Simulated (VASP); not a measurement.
# Mn (Im-3m) in VASP: notebook

The runs below take Mn through single point, with LDA.

All numbers are computed with VASP 6.6.1; they aren't measurements. Logs are shortened: lines on timing, memory, paths and dates and some standing lists are left out, and cuts for length are marked.

**1. The cell of the first run**

It takes space group Im-3m (No. 229, cubic). Conventional cell: a = 2.727 Å, b = 2.727 Å, c = 2.727 Å, α = 90.00°, β = 90.00°, γ = 90.00°. Within 3.1 Å of Mn (site symmetry m-3m) lie 14 Mn at 2.36 to 2.73 Å.

**2. Single point, LDA**

INCAR

```
ALGO = Normal
EDIFF = 1E-6
ENCUT = 520
GGA = CA
ISIF = 2
ISMEAR = -1
LASPH = T
LCHARG = F
LREAL = F
LWAVE = F
NBANDS = 12
NELM = 80
PREC = Accurate
SIGMA = 0.1
```

KPOINTS

```
k-points
0
Gamma
  26 26 26
```

POSCAR

```
Mn
1.0
   -1.3632514138      1.3632514138      1.3632514138
    1.3632514138     -1.3632514138      1.3632514138
    1.3632514138      1.3632514138     -1.3632514138
Mn
1
Direct
    0.0000000000      0.0000000000      0.0000000000
```

Potentials or basis: VASP PAW LDA potentials, release 64 (Mn_pv).

On the command line:

```
$ cat potpaw_LDA.64/Mn_pv/POTCAR > POTCAR
$ mpirun -np 1 vasp_std > vasp.out
```

OUTCAR:

```text
EDIFF = 1E-6
   ENCUT = 520
   GGA = CA
   ISIF = 2
   ISMEAR = -1
   LASPH = T
   LREAL = F
   NELM = 80
   PREC = Accurate

 ion  position               nearest neighbor table
   1  0.000  0.000  0.000-

  LATTYP: Found a body centered cubic cell.
 ALAT       =     2.7265028276

  Lattice vectors:

 A1 = (  -1.3632514138,   1.3632514138,   1.3632514138)
 A2 = (   1.3632514138,  -1.3632514138,   1.3632514138)
 A3 = (   1.3632514138,   1.3632514138,  -1.3632514138)

Analysis of symmetry for initial positions (statically):
=====================================================================
 Subroutine PRICEL returns:
 Original cell was already a primitive cell.

 Routine SETGRP: Setting up the symmetry group for a
 body centered cubic supercell.

 Subroutine GETGRP returns: Found 48 space group operations
 (whereof 48 operations were pure point group operations)
 out of a pool of 48 trial point group operations.

The static configuration has the point symmetry O_h .

Analysis of symmetry for dynamics (positions and initial velocities):
=====================================================================
 Subroutine PRICEL returns:
 Original cell was already a primitive cell.

 Routine SETGRP: Setting up the symmetry group for a
 body centered cubic supercell.

 Subroutine GETGRP returns: Found 48 space group operations
 (whereof 48 operations were pure point group operations)
 out of a pool of 48 trial point group operations.

The dynamic configuration has the point symmetry O_h .

 Subroutine INISYM returns: Found 48 space group operations
 (whereof 48 operations are pure point group operations),
 and found     1 'primitive' translations

----------------------------------------------------------------------------------------

                                     Primitive cell

  volume of cell :      10.1342

  direct lattice vectors                    reciprocal lattice vectors
    -1.363251414  1.363251414  1.363251414     0.000000000  0.366770205  0.366770205
     1.363251414 -1.363251414  1.363251414     0.366770205  0.000000000  0.366770205
     1.363251414  1.363251414 -1.363251414     0.366770205  0.366770205  0.000000000

  length of vectors
     2.361220712  2.361220712  2.361220712     0.518691398  0.518691398  0.518691398

  position of ions in fractional coordinates (direct lattice)
     0.000000000  0.000000000  0.000000000

  ion indices of the primitive-cell ions
   primitive index   ion index
                 1           1

----------------------------------------------------------------------------------------

 KPOINTS: k-points

Automatic generation of k-mesh.
 Grid dimensions read from file:
 generate k-points for:   26   26   26

 Generating k-lattice:

  Cartesian coordinates                     Fractional coordinates (reciprocal lattice)
     0.000000000  0.014106546  0.014106546     0.038461538  0.000000000  0.000000000
     0.014106546  0.000000000  0.014106546     0.000000000  0.038461538  0.000000000
     0.014106546  0.014106546  0.000000000     0.000000000  0.000000000  0.038461538

  Length of vectors
     0.019949669  0.019949669  0.019949669

  Shift w.r.t. Gamma in fractional coordinates (k-lattice)
     0.000000000  0.000000000  0.000000000

 Subroutine IBZKPT returns following result:
 ===========================================

 Found    511 irreducible k-points:

 Following reciprocal coordinates:
            Coordinates               Weight
  0.000000  0.000000  0.000000      1.000000
  0.038462  0.000000  0.000000     12.000000
  0.076923  0.000000  0.000000     12.000000
  0.115385  0.000000  0.000000     12.000000
  0.153846  0.000000  0.000000     12.000000
  0.192308  0.000000  0.000000     12.000000
[... 16 lines left out ...]
  0.346154  0.038462  0.000000     48.000000
  0.384615  0.038462  0.000000     48.000000
 [... further k-points ...]
   k-points           NKPTS =    511   k-points in BZ     NKDIM =    511   number of bands    NBANDS=     12
   number of dos      NEDOS =    301   number of ions     NIONS =      1
   total plane-waves  NPLWV =   5832
   dimension x,y,z NGX =    18 NGY =   18 NGZ =   18
   dimension x,y,z NGXF=    36 NGYF=   36 NGZF=   36
   ions per type =               1
   NGX,Y,Z   is equivalent  to a cutoff of  12.67, 12.67, 12.67 a.u.
   NGXF,Y,Z  is equivalent  to a cutoff of  25.35, 25.35, 25.35 a.u.
 SYSTEM =  unknown system
   PREC   = accura    normal or accurate (medium, high low for compatibility)
   ISTART =      0    job   : 0-new  1-cont  2-samecut
   ICHARG =      2    charge: 1-file 2-atom 10-const
   ISPIN  =      1    spin polarized calculation?
   LNONCOLLINEAR =      F non collinear calculations
   LSORBIT =      F    spin-orbit coupling
   LASPH  =      T    aspherical Exc in radial PAW
   ENCUT  =  520.0 eV  38.22 Ry    6.18 a.u.   4.39  4.39  4.39*2*pi/ulx,y,z
   NELM   =     80;   NELMIN=  2; NELMDL= -5     # of ELM steps
   EDIFF  = 0.1E-05   stopping-criterion for ELM
   LREAL  =      F    real-space projection
   EDIFFG = 0.1E-04   stopping-criterion for IOM
   NSW    =      0    number of steps for IOM
   IBRION =     -1    ionic relax: 0-MD 1-quasi-New 2-CG
   NFREE  =      0    steps in history (QN), initial steepest desc. (CG)
   ISIF   =      2    stress and relaxation
   ISYM   =      2    0-nonsym 1-usesym 2-fastsym
   POTIM  = 0.5000    time-step for ionic-motion
   TEBEG  =    0.0;   TEEND  =   0.0 temperature during run
   PSTRESS=    0.0 pullay stress
   NELECT =      13.0000    total number of electrons
   NUPDOWN=      -1.0000    fix difference up-down
   EMIN   =  10.00;   EMAX   =-10.00  energy-range for DOS
   EFERMI =   0.00;   METHOD = LEGACY
   ISMEAR =    -1;   SIGMA  =   0.10  broadening in eV -4-tet -1-fermi 0-gaus
   EFERMI_NEDOS =   21; number of points for ismear=-14 and -15
   IALGO  =     38    algorithm
   IMIX   =      4    mixing-type and parameters
     AMIX     =   0.40;   BMIX     =  1.00
     AMIX_MAG =   1.60;   BMIX_MAG =  1.00
  volume/ion in A,a.u.               =      10.13        68.39
  Fermi-wavevector in a.u.,A,eV,Ry     =   1.778798  3.361441 43.050503  3.164123
  Thomas-Fermi vector in A             =   2.843919
   LORBIT       =      0    0 simple, 1 ext, 2 COOP (PROOUT), +10 PAW based schemes
   GGA     = CA    functional components
   LHFCALC =     F    Hartree Fock is set to
   AEXX    =    0.0000 exact exchange contribution
   IVDW    =     0    specifies the selected vdW correction
   LEPSILON=     F    determine dielectric tensor
   LRPA    =     F    only Hartree local field effects (RPA)
 non-spin polarized calculation
  energy-cutoff  :      520.00
  volume of cell :       10.13
 maximum number of plane-waves:       281
 NGX is ok and might be reduce to    18
   NGX =  9   NGY =  9   NGZ =  9

 number of electron      12.9999988 magnetization

 Free energy of the ion-electron system (eV)
  ---------------------------------------------------
  ext. energy  EPLUGINS =         0.00000000
  ---------------------------------------------------
  free energy    TOTEN  =       -10.05032092 eV

  energy without entropy =       -9.98326353  energy(sigma->0) =      -10.01679222

 E-fermi :  11.5239     XC(G=0): -14.7369

 val. band max:       11.5234970819   @ k =  -0.3462   0.3462   0.0769
 cond. band min:      11.5249557337   @ k =  -0.2308   0.2692   0.0769
 fundamental gap:      0.0014586518
 Fermi energy:        11.5238590983

 k-point     1 :       0.0000    0.0000    0.0000
  band No.  band energies     occupation
      1     -36.0181      2.00000
      2     -36.0181      2.00000
      3     -36.0181      2.00000
      4       2.6698      2.00000
      5       9.8090      2.00000
      6       9.8090      2.00000
      7       9.8090      2.00000
      8      11.8564      0.06942
      9      11.8564      0.06942
     10      35.7783      0.00000
     11      35.7783      0.00000
     12      35.7783      0.00000

 k-point     2 :       0.0385    0.0000    0.0000
  band No.  band energies     occupation
      1     -36.0325      2.00000
      2     -36.0225      2.00000
      3     -36.0182      2.00000
      4       2.7399      2.00000
      5       9.7831      2.00000
      6       9.8058      2.00000
      7       9.8551      2.00000
      8      11.8272      0.09192
      9      11.8582      0.06820
     10      35.5829      0.00000
     11      35.7551      0.00000
     12      35.8200      0.00000

 k-point     3 :       0.0769    0.0000    0.0000
  band No.  band energies     occupation
      1     -36.0748      2.00000
      2     -36.0356      2.00000
      3     -36.0184      2.00000
      4       2.9477      2.00000
      5       9.7076      2.00000
      6       9.7927      2.00000
      7       9.9921      2.00000
      8      11.7487      0.19090
      9      11.8641      0.06445
     10      35.0205      0.00000
     11      35.6569      0.00000
     12      35.9408      0.00000

 k-point     4 :       0.1154    0.0000    0.0000
  band No.  band energies     occupation
      1     -36.1422      2.00000
      2     -36.0564      2.00000
      3     -36.0188      2.00000
      4       3.2845      2.00000
      5       9.5883      2.00000
      6       9.7601      2.00000
      7      10.2153      2.00000
      8      11.6472      0.45118
      9      11.8749      0.05802
     10      34.1381      0.00000
     11      35.4111      0.00000
     12      36.1275      0.00000

 k-point     5 :       0.1538    0.0000    0.0000
  band No.  band energies     occupation
      1     -36.2303      2.00000
      2     -36.0838      2.00000
      3     -36.0193      2.00000
      4       3.7341      2.00000
      5       9.4342      2.00000
      6       9.6988      2.00000
      7      10.5172      1.99992
      8      11.5579      0.83154
      9      11.8921      0.04909
     10      32.9848      0.00000
     11      34.9552      0.00000
     12      36.3605      0.00000

 k-point     6 :       0.1923    0.0000    0.0000
  band No.  band energies     occupation
      1     -36.3337      2.00000
      2     -36.1162      2.00000
      3     -36.0200      2.00000
      4       4.2697      2.00000
      5       9.2564      2.00000
      6       9.6150      2.00000
      7      10.8867      1.99659
      8      11.5109      1.06446
      9      11.9167      0.03860
     10      31.6157      0.00000
     11      34.3009      0.00000
     12      36.6177      0.00000

 k-point     7 :       0.2308    0.0000    0.0000
  band No.  band energies     occupation
      1     -36.4459      2.00000
      2     -36.1515      2.00000
      3     -36.0207      2.00000
      4       4.8478      2.00000
      5       9.0664      2.00000
      6       9.5464      2.00000
      7      11.3092      1.79065
      8      11.5177      1.03062
      9      11.9491      0.02807
     10      30.0974      0.00000
     11      33.5279      0.00000
     12      36.8778      0.00000

 k-point     8 :       0.2692    0.0000    0.0000
  band No.  band energies     occupation
      1     -36.5603      2.00000
      2     -36.1877      2.00000
      3     -36.0214      2.00000
      4       5.4004      2.00000
      5       8.8760      2.00000
      6       9.5677      2.00000
      7      11.5705      0.77082
      8      11.7658      0.16341
      9      11.9886      0.01899
     10      28.4992      0.00000
     11      32.7252      0.00000
     12      37.1230      0.00000
[... 166 lines left out ...]
 k-point    20 :       0.2308    0.0385    0.0000
  band No.  band energies     occupation
      1     -36.5072      2.00000
      2     -36.1695      2.00000
      3     -36.0264      2.00000
      4       5.1774      2.00000
      5       8.9725      2.00000
      6       9.4902      2.00000
      7      11.5011      1.11306
      8      11.6022      0.62716
      9      11.9970      0.01748
     10      29.3208      0.00000
     11      32.9396      0.00000
     12      36.9740      0.00000

 k-point    21 :       0.2692    0.0385    0.0000
  band No.  band energies     occupation
      1     -36.6181      2.00000
      2     -36.2063      2.00000
      3     -36.0272      2.00000
      4       5.6842      2.00000
      5       8.7869      2.00000
      6       9.5791      2.00000
      7      11.5782      0.73501
      8      12.0340      0.01210
      9      12.0785      0.00777
     10      27.7107      0.00000
     11      32.1743      0.00000
     12      36.8438      0.00000

 k-point    22 :       0.3077    0.0385   -0.0000
  band No.  band energies     occupation
      1     -36.7215      2.00000
      2     -36.2408      2.00000
      3     -36.0280      2.00000
      4       6.0391      2.00000
      5       8.6169      2.00000
      6       9.8783      2.00000
      7      11.6741      0.36405
      8      12.0914      0.00684
      9      12.5462      0.00007
     10      26.1163      0.00000
     11      31.4715      0.00000
     12      36.1232      0.00000

 k-point    23 :       0.3462    0.0385    0.0000
  band No.  band energies     occupation
      1     -36.8117      2.00000
      2     -36.2711      2.00000
      3     -36.0286      2.00000
      4       6.2166      2.00000
      5       8.4709      2.00000
      6      10.3854      1.99998
      7      11.7758      0.14898
      8      12.1508      0.00378
      9      12.9959      0.00000
     10      24.6058      0.00000
     11      30.8692      0.00000
     12      35.2838      0.00000

 k-point    24 :       0.3846    0.0385    0.0000
  band No.  band energies     occupation
      1     -36.8839      2.00000
      2     -36.2955      2.00000
      3     -36.0292      2.00000
      4       6.2686      2.00000
      5       8.3555      2.00000
      6      10.9801      1.99134
      7      11.8622      0.06566
      8      12.2370      0.00160
      9      13.3924      0.00000
     10      23.2636      0.00000
     11      30.3949      0.00000
     12      34.5749      0.00000

 [... further k-points ...]
[... 5 lines left out ...]
  --------------------------------------------------------------------------------------
  -------------------------------------------------------------------------------------
  Total        0.0149052      0.0149052      0.0149052      0.0000000      0.0000000      0.0000000
  in kB        2.3564690      2.3564690      2.3564690      0.0000000      0.0000000      0.0000000
  external PRESSURE =       2.3564690 kB  Pullay stress =       0.0000000 kB

 VOLUME and BASIS-vectors are now :
 -----------------------------------------------------------------------------
  energy-cutoff  :      520.00
  volume of cell :       10.13
      direct lattice vectors                 reciprocal lattice vectors
    -1.363251414  1.363251414  1.363251414     0.000000000  0.366770205  0.366770205
     1.363251414 -1.363251414  1.363251414     0.366770205  0.000000000  0.366770205
     1.363251414  1.363251414 -1.363251414     0.366770205  0.366770205  0.000000000

 POSITION                                       TOTAL-FORCE (eV/Angst)
 -----------------------------------------------------------------------------------
      0.00000      0.00000      0.00000         0.000000     -0.000000     -0.000000
 -----------------------------------------------------------------------------------
    total drift:                                0.000000     -0.000000      0.000000

  FREE ENERGIE OF THE ION-ELECTRON SYSTEM (eV)
  ---------------------------------------------------
  free  energy   TOTEN  =       -10.0503209176 eV

  energy  without entropy=       -9.9832635290  energy(sigma->0) =      -10.01679222
```

Run time: 72 s. Hardware: 1 thread of AMD EPYC 7R13, shared host; peak memory 0.13 GiB.

Results:

```yaml
Free_energy: -10.0503 eV
Pressure: 0.2 GPa
```

Caveat: the run has no spin polarisation, though such a crystal can be magnetic. Spin polarisation is off, so any magnetic state and its effect on volume and gap are missing.

**3. Single point, LDA, non-collinear spin, zero start, spin-orbit coupling**

INCAR

```
SYSTEM = Mn
ALGO = Normal
EDIFF = 1E-7
ENCUT = 520
GGA = CA
GGA_COMPAT = .FALSE.
ISIF = 2
ISMEAR = -1
LASPH = .TRUE.
LCHARG = .FALSE.
LMAXMIX = 4
LNONCOLLINEAR = .TRUE.
LORBIT = 11
LORBMOM = .TRUE.
LREAL = .FALSE.
LSORBIT = .TRUE.
LWAVE = .FALSE.
MAGMOM = 0 0 0
NBANDS = 24
NELM = 150
PREC = Accurate
SIGMA = 0.1
```

KPOINTS

```
k-points
0
G
  16 16 16
  0 0 0
```

POSCAR is that of step 2.

Potentials or basis: VASP PAW LDA potentials, release 64 (Mn_pv).

On the command line:

```
$ cat potpaw_LDA.64/Mn_pv/POTCAR > POTCAR
$ mpirun -np 1 vasp_ncl > vasp.out
```

OUTCAR:

```text
SYSTEM = Mn
   EDIFF = 1E-7
   ENCUT = 520
   GGA = CA
   ISIF = 2
   ISMEAR = -1
   LASPH = .TRUE.
   LNONCOLLINEAR = .TRUE.
   LORBIT = 11
   LREAL = .FALSE.
   LSORBIT = .TRUE.
   NELM = 150
   PREC = Accurate

 ion  position               nearest neighbor table
   1  0.000  0.000  0.000-

  LATTYP: Found a body centered cubic cell.
 ALAT       =     2.7265028276

  Lattice vectors:

 A1 = (  -1.3632514138,   1.3632514138,   1.3632514138)
 A2 = (   1.3632514138,  -1.3632514138,   1.3632514138)
 A3 = (   1.3632514138,   1.3632514138,  -1.3632514138)

Analysis of symmetry for initial positions (statically):
=====================================================================
 Subroutine PRICEL returns:
[... 894 lines left out ...]
  1         0.000   0.000   0.000
 ----------------------------------------
            0.000   0.000   0.000

 Spin-Orbit-Coupling matrix elements

 Ion:    1  E_soc:     -0.0298141
 l=   1
     0.0000000    -0.0037316    -0.0037316
    -0.0037316     0.0000000    -0.0037316
    -0.0037316    -0.0037316     0.0000000
 l=   2
     0.0000000    -0.0002195     0.0000000    -0.0002195    -0.0010179
    -0.0002195     0.0000000    -0.0007634    -0.0002195    -0.0002545
     0.0000000    -0.0007634     0.0000000    -0.0007634     0.0000000
    -0.0002195    -0.0002195    -0.0007634     0.0000000    -0.0002545
    -0.0010179    -0.0002545     0.0000000    -0.0002545     0.0000000
 l=   3
     0.0000000     0.0000000     0.0000000     0.0000000     0.0000000     0.0000000     0.0000000
     0.0000000     0.0000000     0.0000000     0.0000000     0.0000000     0.0000000     0.0000000
     0.0000000     0.0000000     0.0000000     0.0000000     0.0000000     0.0000000     0.0000000
     0.0000000     0.0000000     0.0000000     0.0000000     0.0000000     0.0000000     0.0000000
     0.0000000     0.0000000     0.0000000     0.0000000     0.0000000     0.0000000     0.0000000
     0.0000000     0.0000000     0.0000000     0.0000000     0.0000000     0.0000000     0.0000000
     0.0000000     0.0000000     0.0000000     0.0000000     0.0000000     0.0000000     0.0000000

 total charge

# of ion       s       p       d       tot
------------------------------------------
    1        0.441   6.447   5.222  12.110

 magnetization (x)

# of ion       s       p       d       tot
------------------------------------------
    1       -0.000   0.000   0.000  -0.000

 magnetization (y)

# of ion       s       p       d       tot
------------------------------------------
    1        0.000  -0.000   0.000   0.000

 magnetization (z)

# of ion       s       p       d       tot
------------------------------------------
    1        0.000   0.000   0.000   0.000
```

stdout:

```text
POSCAR found type information on POSCAR Mn
 POSCAR found :  1 types and       1 ions
 scaLAPACK will be used
 LDA part: xc-table for (Slater(with rela. corr.)+CA(PZ))
 , standard interpolation
 POSCAR, INCAR and KPOINTS ok, starting setup
 FFT: planning ... GRIDC
 FFT: planning ... GRID_SOFT
 FFT: planning ... GRID
 WAVECAR not read
 entering main loop
```

Wall time 1.7 min (1 thread of AMD EPYC 7R13, shared host); peak memory 0.14 GiB.

What came out:

| Property | Result |
| --- | --- |
| Free energy | -10.0648 eV |
| Pressure | 0.2 GPa |
| Net moment | 0.00 μB per cell |
| Valence electrons inside the program's atomic spheres | Mn 12.11 |

Moments on the atoms (μB; x, y, z):
```
Mn  0.00 0.00 0.00
```
